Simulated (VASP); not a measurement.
# AlAs (a) (F-43m) in VASP: single point with PBE

Aim: the single point of AlAs (a) with PBE.

Program: VASP 6.6.1. These are calculated values, not measurements. Logs are shortened: lines on timing, memory, paths and dates and some standing lists are left out, and cuts for length are marked.

### Step 1. The cell of the first run

The structure is cubic, space group F-43m (No. 216). Conventional cell: a = 5.728 Å, b = 5.728 Å, c = 5.728 Å, α = 90.00°, β = 90.00°, γ = 90.00°. Within 3.3 Å of Al (site symmetry -43m) lie 4 As at 2.48 Å. As (site symmetry -43m) has 4 Al at 2.48 Å within 3.3 Å.

### Step 2. Single point, PBE

Contents of INCAR:

```
SYSTEM = AlAs
PREC = Accurate
ENCUT = 500
EDIFF = 1E-6
ISMEAR = 0
SIGMA = 0.02
LREAL = .FALSE.
LASPH = .TRUE.
NELM = 120
ALGO = Normal
ISIF = 2
LWAVE = .FALSE.
LCHARG = .FALSE.
GGA = PE
NBANDS = 11
GGA_COMPAT = .FALSE.
```

Contents of KPOINTS:

```
Automatic mesh
0
G
  8 8 8
  0 0 0
```

Contents of POSCAR:

```
AlAs
1.0
    0.0000000000      2.8639562380      2.8639562380
    2.8639562380      0.0000000000      2.8639562380
    2.8639562380      2.8639562380      0.0000000000
Al As
1 1
Direct
    0.0000000000      0.0000000000      0.0000000000
    0.2500000000      0.2500000000      0.2500000000
```

Potentials or basis: VASP PAW PBE potentials, release 64 (Al, As).

Run with:

```
> cat potpaw_PBE.64/Al/POTCAR potpaw_PBE.64/As/POTCAR > POTCAR
> mpirun -np 1 vasp_std > vasp.out
```

OUTCAR:

```text
SYSTEM = AlAs
   PREC = Accurate
   ENCUT = 500
   EDIFF = 1E-6
   ISMEAR = 0
   LREAL = .FALSE.
   LASPH = .TRUE.
   NELM = 120
   ISIF = 2
   GGA = PE

 ion  position               nearest neighbor table
   1  0.000  0.000  0.000-   2 2.48   2 2.48   2 2.48   2 2.48
   2  0.250  0.250  0.250-   1 2.48   1 2.48   1 2.48   1 2.48

  LATTYP: Found a face centered cubic cell.
 ALAT       =     5.7279124760

  Lattice vectors:

 A1 = (   0.0000000000,   2.8639562380,   2.8639562380)
 A2 = (   2.8639562380,   0.0000000000,   2.8639562380)
 A3 = (   2.8639562380,   2.8639562380,   0.0000000000)

Analysis of symmetry for initial positions (statically):
=====================================================================
 Subroutine PRICEL returns:
 Original cell was already a primitive cell.

 Routine SETGRP: Setting up the symmetry group for a
 face centered cubic supercell.

 Subroutine GETGRP returns: Found 24 space group operations
 (whereof 24 operations were pure point group operations)
 out of a pool of 48 trial point group operations.

The static configuration has the point symmetry T_d .

Analysis of symmetry for dynamics (positions and initial velocities):
=====================================================================
 Subroutine PRICEL returns:
 Original cell was already a primitive cell.

 Routine SETGRP: Setting up the symmetry group for a
 face centered cubic supercell.

 Subroutine GETGRP returns: Found 24 space group operations
 (whereof 24 operations were pure point group operations)
 out of a pool of 48 trial point group operations.

The dynamic configuration has the point symmetry T_d .

 Subroutine INISYM returns: Found 24 space group operations
 (whereof 24 operations are pure point group operations),
 and found     1 'primitive' translations

----------------------------------------------------------------------------------------

                                     Primitive cell

  volume of cell :      46.9817

  direct lattice vectors                    reciprocal lattice vectors
     0.000000000  2.863956238  2.863956238    -0.174583673  0.174583673  0.174583673
     2.863956238  0.000000000  2.863956238     0.174583673 -0.174583673  0.174583673
     2.863956238  2.863956238  0.000000000     0.174583673  0.174583673 -0.174583673

  length of vectors
     4.050245754  4.050245754  4.050245754     0.302387792  0.302387792  0.302387792

  position of ions in fractional coordinates (direct lattice)
     0.000000000  0.000000000  0.000000000
     0.250000000  0.250000000  0.250000000

  ion indices of the primitive-cell ions
   primitive index   ion index
                 1           1
                 2           2

----------------------------------------------------------------------------------------

 KPOINTS: Automatic mesh

Automatic generation of k-mesh.
 Grid dimensions read from file:
 generate k-points for:    8    8    8

 Generating k-lattice:

  Cartesian coordinates                     Fractional coordinates (reciprocal lattice)
    -0.021822959  0.021822959  0.021822959     0.125000000  0.000000000  0.000000000
     0.021822959 -0.021822959  0.021822959     0.000000000  0.125000000  0.000000000
     0.021822959  0.021822959 -0.021822959     0.000000000  0.000000000  0.125000000

  Length of vectors
     0.037798474  0.037798474  0.037798474

  Shift w.r.t. Gamma in fractional coordinates (k-lattice)
     0.000000000  0.000000000  0.000000000

 Subroutine IBZKPT returns following result:
 ===========================================

 Found     29 irreducible k-points:

 Following reciprocal coordinates:
            Coordinates               Weight
  0.000000  0.000000  0.000000      1.000000
  0.125000  0.000000  0.000000      8.000000
  0.250000  0.000000  0.000000      8.000000
  0.375000  0.000000  0.000000      8.000000
  0.500000  0.000000  0.000000      4.000000
  0.125000  0.125000  0.000000      6.000000
[... 16 lines left out ...]
  0.500000  0.250000  0.125000     48.000000
 -0.375000  0.250000  0.125000     24.000000
 [... further k-points ...]
   k-points           NKPTS =     29   k-points in BZ     NKDIM =     29   number of bands    NBANDS=     11
   number of dos      NEDOS =    301   number of ions     NIONS =      2
   total plane-waves  NPLWV =  27000
   dimension x,y,z NGX =    30 NGY =   30 NGZ =   30
   dimension x,y,z NGXF=    60 NGYF=   60 NGZF=   60
   ions per type =               1   1
   NGX,Y,Z   is equivalent  to a cutoff of  12.31, 12.31, 12.31 a.u.
   NGXF,Y,Z  is equivalent  to a cutoff of  24.63, 24.63, 24.63 a.u.
 SYSTEM =  AlAs
   PREC   = accura    normal or accurate (medium, high low for compatibility)
   ISTART =      0    job   : 0-new  1-cont  2-samecut
   ICHARG =      2    charge: 1-file 2-atom 10-const
   ISPIN  =      1    spin polarized calculation?
   LNONCOLLINEAR =      F non collinear calculations
   LSORBIT =      F    spin-orbit coupling
   LASPH  =      T    aspherical Exc in radial PAW
   ENCUT  =  500.0 eV  36.75 Ry    6.06 a.u.   7.38  7.38  7.38*2*pi/ulx,y,z
   NELM   =    120;   NELMIN=  2; NELMDL= -5     # of ELM steps
   EDIFF  = 0.1E-05   stopping-criterion for ELM
   LREAL  =      F    real-space projection
   EDIFFG = 0.1E-04   stopping-criterion for IOM
   NSW    =      0    number of steps for IOM
   IBRION =     -1    ionic relax: 0-MD 1-quasi-New 2-CG
   NFREE  =      0    steps in history (QN), initial steepest desc. (CG)
   ISIF   =      2    stress and relaxation
   ISYM   =      2    0-nonsym 1-usesym 2-fastsym
   POTIM  = 0.5000    time-step for ionic-motion
   TEBEG  =    0.0;   TEEND  =   0.0 temperature during run
   PSTRESS=    0.0 pullay stress
   NELECT =       8.0000    total number of electrons
   NUPDOWN=      -1.0000    fix difference up-down
   EMIN   =  10.00;   EMAX   =-10.00  energy-range for DOS
   EFERMI =   0.00;   METHOD = LEGACY
   ISMEAR =     0;   SIGMA  =   0.02  broadening in eV -4-tet -1-fermi 0-gaus
   EFERMI_NEDOS =   21; number of points for ismear=-14 and -15
   IALGO  =     38    algorithm
   IMIX   =      4    mixing-type and parameters
     AMIX     =   0.40;   BMIX     =  1.00
     AMIX_MAG =   1.60;   BMIX_MAG =  1.00
  volume/ion in A,a.u.               =      23.49       158.52
  Fermi-wavevector in a.u.,A,eV,Ry     =   0.907392  1.714723 11.202505  0.823361
  Thomas-Fermi vector in A             =   2.031194
   LORBIT       =      0    0 simple, 1 ext, 2 COOP (PROOUT), +10 PAW based schemes
   GGA     = PE    functional components
   LHFCALC =     F    Hartree Fock is set to
   AEXX    =    0.0000 exact exchange contribution
   IVDW    =     0    specifies the selected vdW correction
   LEPSILON=     F    determine dielectric tensor
   LRPA    =     F    only Hartree local field effects (RPA)
 non-spin polarized calculation
 Gauss-broadening in eV      SIGMA  =   0.02
  energy-cutoff  :      500.00
  volume of cell :       46.98
 maximum number of plane-waves:      1243
 NGX is ok and might be reduce to    30
   NGX = 15   NGY = 15   NGZ = 15

 number of electron       7.9999999 magnetization

 Free energy of the ion-electron system (eV)
  ---------------------------------------------------
  ext. energy  EPLUGINS =         0.00000000
  ---------------------------------------------------
  free energy    TOTEN  =        -9.38798556 eV

  energy without entropy =       -9.38798556  energy(sigma->0) =       -9.38798556

 E-fermi :   3.6740     XC(G=0):  -8.9045

 val. band max:        3.5937808485   @ k =   0.0000   0.0000   0.0000
 cond. band min:       5.0882271003   @ k =   0.5000   0.5000   0.0000
 fundamental gap:      1.4944462518
 Fermi energy:         3.6740431156

 k-point     1 :       0.0000    0.0000    0.0000
  band No.  band energies     occupation
      1      -8.0768      2.00000
      2       3.5938      2.00000
      3       3.5938      2.00000
      4       3.5938      2.00000
      5       5.3764      0.00000
      6       7.8207      0.00000
      7       7.8207      0.00000
      8       7.8207      0.00000
      9      12.2764      0.00000
     10      12.5360      0.00000
     11      12.5360      0.00000

 k-point     2 :       0.1250    0.0000    0.0000
  band No.  band energies     occupation
      1      -7.9308      2.00000
      2       2.1693      2.00000
      3       3.4382      2.00000
      4       3.4382      2.00000
      5       6.1758      0.00000
      6       8.0937      0.00000
      7       8.0937      0.00000
      8       8.1782      0.00000
      9      11.9540      0.00000
     10      11.9540      0.00000
     11      12.9964      0.00000

 k-point     3 :       0.2500    0.0000    0.0000
  band No.  band energies     occupation
      1      -7.5272      2.00000
      2       0.2696      2.00000
      3       3.1301      2.00000
      4       3.1301      2.00000
      5       6.0614      0.00000
      6       8.4387      0.00000
      7       8.4387      0.00000
      8       9.8407      0.00000
      9      11.8440      0.00000
     10      11.8440      0.00000
     11      12.8846      0.00000

 k-point     4 :       0.3750    0.0000    0.0000
  band No.  band energies     occupation
      1      -7.0096      2.00000
      2      -1.2188      2.00000
      3       2.8831      2.00000
      4       2.8831      2.00000
      5       5.7326      0.00000
      6       8.3522      0.00000
      7       8.3522      0.00000
      8      11.1866      0.00000
      9      13.0870      0.00000
     10      13.0870      0.00000
     11      13.1105      0.00000
[... 239 lines left out ...]
 k-point    22 :       0.3750    0.2500    0.1250
  band No.  band energies     occupation
      1      -7.1903      2.00000
      2      -0.1171      2.00000
      3       1.7141      2.00000
      4       2.6503      2.00000
      5       7.1484      0.00000
      6       7.6956      0.00000
      7       8.8665      0.00000
      8       9.9903      0.00000
      9      11.6316      0.00000
     10      13.8699      0.00000
     11      15.3769      0.00000

 k-point    23 :       0.5000    0.2500    0.1250
  band No.  band energies     occupation
      1      -6.7262      2.00000
      2      -1.0864      2.00000
      3       1.1428      2.00000
      4       2.2854      2.00000
      5       7.2006      0.00000
      6       7.9795      0.00000
      7       9.2824      0.00000
      8      10.3439      0.00000
      9      12.7632      0.00000
     10      13.9679      0.00000
     11      15.5869      0.00000

 k-point    24 :      -0.3750    0.2500    0.1250
  band No.  band energies     occupation
      1      -6.4891      2.00000
      2      -1.5399      2.00000
      3       0.9919      2.00000
      4       2.1107      2.00000
      5       7.1741      0.00000
      6       7.8047      0.00000
      7      10.1328      0.00000
      8      11.0966      0.00000
      9      11.8127      0.00000
     10      14.4569      0.00000
     11      15.6778      0.00000

 [... further k-points ...]
[... 5 lines left out ...]
  --------------------------------------------------------------------------------------
  -------------------------------------------------------------------------------------
  Total        0.0513105      0.0513105      0.0513105      0.0000000      0.0000000      0.0000000
  in kB        1.7497985      1.7497985      1.7497985      0.0000000      0.0000000      0.0000000
  external PRESSURE =       1.7497985 kB  Pullay stress =       0.0000000 kB

 VOLUME and BASIS-vectors are now :
 -----------------------------------------------------------------------------
  energy-cutoff  :      500.00
  volume of cell :       46.98
      direct lattice vectors                 reciprocal lattice vectors
     0.000000000  2.863956238  2.863956238    -0.174583673  0.174583673  0.174583673
     2.863956238  0.000000000  2.863956238     0.174583673 -0.174583673  0.174583673
     2.863956238  2.863956238  0.000000000     0.174583673  0.174583673 -0.174583673

 POSITION                                       TOTAL-FORCE (eV/Angst)
 -----------------------------------------------------------------------------------
      0.00000      0.00000      0.00000         0.000000      0.000000      0.000000
      1.43198      1.43198      1.43198        -0.000000     -0.000000     -0.000000
 -----------------------------------------------------------------------------------
    total drift:                               -0.000000     -0.000000     -0.000000

  FREE ENERGIE OF THE ION-ELECTRON SYSTEM (eV)
  ---------------------------------------------------
  free  energy   TOTEN  =        -9.3879855628 eV

  energy  without entropy=       -9.3879855628  energy(sigma->0) =       -9.38798556
```

Wall time 16 s (1 thread of Intel Xeon 6975P-C (Granite Rapids), shared host); peak memory 0.16 GiB.

What came out:

| Property | Result |
| --- | --- |
| Free energy | -9.3880 eV |
| Pressure | 0.2 GPa |
| Band gap on the k mesh | 1.49 eV, indirect (least direct gap 1.78 eV) |
